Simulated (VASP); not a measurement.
Input of a VASP 6.6.1 run:

The input POSCAR:

```
HfO2
1.0
    4.8135330000      0.0000000000      0.0000000000
    0.0000000000      4.8135330000      0.0000000000
    0.0000000000      0.0000000000      3.2054150000
Hf O
2 4
Direct
    0.0000000000      0.0000000000      0.0000000000
    0.5000000000      0.5000000000      0.5000000000
    0.1949550000      0.8050450000      0.5000000000
    0.3050450000      0.3050450000      0.0000000000
    0.6949550000      0.6949550000      0.0000000000
    0.8050450000      0.1949550000      0.5000000000
```

Contents of INCAR.step1:

```
PREC     = Accurate       # precision mode
ENCUT    = 520            # plane-wave cutoff, eV
ISMEAR   = 0              # smearing method
SIGMA    = 0.01           # smearing width, eV
LREAL    = F              # projectors in reciprocal space
LASPH    = T              # aspherical terms in the spheres
NELM     = 100            # most SCF steps
NBANDS   = 31             # bands
GGA      = PE             # functional
ALGO     = Normal         # electronic algorithm
EDIFF    = 1E-4           # SCF threshold, eV
LWAVE    = T              # write WAVECAR
LCHARG   = F              # write CHGCAR
```

File INCAR.step2:

```
PREC     = Accurate       # precision mode
ENCUT    = 520            # plane-wave cutoff, eV
EDIFF    = 1E-7           # SCF threshold, eV
ISMEAR   = 0              # smearing method
SIGMA    = 0.01           # smearing width, eV
LREAL    = F              # projectors in reciprocal space
LASPH    = T              # aspherical terms in the spheres
NELM     = 100            # most SCF steps
ALGO     = Normal         # electronic algorithm
ISIF     = 2              # what is computed and relaxed
LWAVE    = F              # write WAVECAR
LCHARG   = F              # write CHGCAR
METAGGA  = R2SCAN         # meta-GGA
LMIXTAU  = T            
IVDW     = 12             # dispersion correction
VDW_S6   = 1.0          
VDW_S8   = 0.78981345   
VDW_A1   = 0.49484001   
VDW_A2   = 5.73083694   
NBANDS   = 31             # bands
ISTART   = 1
```

The input KPOINTS:

```
Automatic mesh
0
Gamma
  4 4 6
```

Potentials or basis: VASP PAW PBE potentials, release 64 (Hf_pv, O).

Command:

```console
$ cat potpaw_PBE.64/Hf_pv/POTCAR potpaw_PBE.64/O/POTCAR > POTCAR
$ cp INCAR.step1 INCAR
$ mpirun -np 1 vasp_std > vasp.out
$ cp INCAR.step2 INCAR
$ mpirun -np 1 vasp_std > vasp.out
```

**Question.** What does it give for the dispersion energy per atom?

**Answer.** -0.099 eV.

**Question.** Estimate the band gap on the k mesh.

**Answer.** 4.53 eV, direct.

Forces on the atoms (eV/Å):
```
Hf   0.000  0.000  0.000
Hf   0.000  0.000  0.000
O   -0.008  0.008  0.000
O    0.008  0.008  0.000
O   -0.008 -0.008  0.000
O    0.008 -0.008  0.000
```

Caveat: three body term missing; the PAW data sets were made with another functional, which shifts forces and pressure a little; spin-orbit coupling is left out, which moves the levels of the heavy elements. A k mesh can miss the band edges.
